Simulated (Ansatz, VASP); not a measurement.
## Two plane-wave programs on Ag

File INCAR:

```
ALGO     = Normal         # electronic algorithm
EDIFF    = 1E-6           # SCF threshold, eV
ENCUT    = 520            # plane-wave cutoff, eV
GGA      = PS             # functional
ISIF     = 2              # what is computed and relaxed
ISMEAR   = 0              # smearing method
LASPH    = True           # aspherical terms in the spheres
LCHARG   = False          # write CHGCAR
LREAL    = False          # projectors in reciprocal space
LWAVE    = False          # write WAVECAR
NBANDS   = 18             # bands
NELM     = 80             # most SCF steps
PREC     = Accurate       # precision mode
SIGMA    = 0.15           # smearing width, eV
```

File KPOINTS:

```
k-points
0
Gamma
  18 18 10
```

The input POSCAR:

```
Ag
1.0
    2.8127981572      0.0000000000      0.0000000000
   -1.4063990786      2.4359546599      0.0000000000
    0.0000000000      0.0000000000      4.4068000000
Ag
2
Direct
    0.3333333333      0.6666666667      0.2500000000
    0.6666666667      0.3333333333      0.7500000000
```

Input for Ansatz:

```yaml
crystal:
  lattice:
    - [2.8127981572, 0.0, 0.0]
    - [-1.4063990786, 2.4359546599, 0.0]
    - [0.0, 0.0, 4.4068]
  atoms:
    - { symbol: Ag, position: [0.3333333333, 0.6666666667, 0.25] }
    - { symbol: Ag, position: [0.6666666667, 0.3333333333, 0.75] }
basis:
  ecutwfc: 420
kpoints:
  mp_grid: { grid: [18, 18, 10] }
hamiltonian:
  xc: pbesol
scf:
  occupations: { method: gaussian, width: 0.15 }
output:
  forces: true
  stress: true
  eigenvalues: true
```

Change from the starting cell: strain -0.040 along x and y, -0.080 along z, atoms carried along.

Alike in both runs: task single point; functional PBEsol; k mesh 18 × 18 × 10; occupations gaussian, width 0.15 eV; no spin polarisation.

|  | VASP | Ansatz |
| --- | --- | --- |
| version | VASP 6.6.1 | Ansatz 0.2.0 |
| potentials or method | VASP PAW PBE potentials, release 64 (Ag), cutoff 520 eV | scalar-relativistic, plane waves, PAW |
| valence electrons in the cell | 22 | 38 |

Ansatz gave:

| Quantity | Value |
| --- | --- |
| gap on the k mesh at the Fermi level (eV) | none |
| pressure (GPa) | 16.1 |
| traceless stress, the component that is largest in VASP (GPa) | 5.06 |

Task: What did VASP give for the same quantities?

Result: gap on the k mesh at the Fermi level (eV): none; pressure (GPa): 15.7; traceless stress, the component that is largest in VASP (GPa): 5.01.

VASP's potentials were made for PBE, not for PBEsol. A gap of «none» marks a metal or a gap that the smearing closes. VASP's potentials hold 22 valence electrons a cell and Ansatz's 38, so a difference there can come from the potentials and not from the codes.
